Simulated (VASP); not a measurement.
Set up this calculation in VASP 6.6.1, as the native input.

```
Task                   : single point
Functional             : PBE
Potentials or basis    : VASP PAW PBE potentials, release 64 (Zr_sv, Hf_pv, Se)
Cutoff                 : 520 eV
k mesh                 : 6 × 6 × 2
Occupations            : gaussian, width 0.1 eV
Spin                   : no spin polarisation
Dipole correction      : no
Further INCAR settings : ALGO = Normal; EDIFF = 1e-06; NBANDS = 32
```

The structure of HfZrSe4 lies in POSCAR:

```
HfZrSe4
1.0
    4.7507372138      0.0000000033      0.0000000000
   -2.3753686097      4.1142591122      0.0000000000
    0.0000000000      0.0000000000      6.2388945404
Zr Hf Se
1 1 4
Direct
    0.0000000000      0.0000000000      0.5000000000
    0.0000000000      0.0000000000      0.0000000000
    0.3333333333      0.6666666667      0.7489922606
    0.3333333333      0.6666666667      0.2510077394
    0.6666666667      0.3333333333      0.7489922606
    0.6666666667      0.3333333333      0.2510077394
```

The input as run:

INCAR

```
ALGO = Normal ; EDIFF = 1E-6
ENCUT = 520 ; GGA = PE
ISIF = 2 ; ISMEAR = 0
LASPH = T ; LCHARG = F
LREAL = F ; LWAVE = F
NBANDS = 32 ; NELM = 100
PREC = Accurate ; SIGMA = 0.1
```

KPOINTS

```
k-points
0
Gamma
  6 6 2
```

Potentials or basis: VASP PAW PBE potentials, release 64 (Zr_sv, Hf_pv, Se).

Command:

```console
$ cat potpaw_PBE.64/Zr_sv/POTCAR potpaw_PBE.64/Hf_pv/POTCAR potpaw_PBE.64/Se/POTCAR > POTCAR
$ mpirun -np 1 vasp_std > vasp.out
```

It gave:

```json
{
 "Pressure": "0.0 GPa",
 "Largest force": "0.016 eV/Å",
 "Band gap on the k mesh": "zero (band 23 reaches 7.69 eV, above the bottom of band 24 at 6.89 eV)"
}
```

Caveat: the k points lie up to 0.50 Å⁻¹ apart; spin-orbit coupling is left out, which moves the levels of the heavy elements.

Run time: 33 s on 1 thread of AMD EPYC 9R45 (Zen 5) (shared host), peak memory 0.23 GiB.
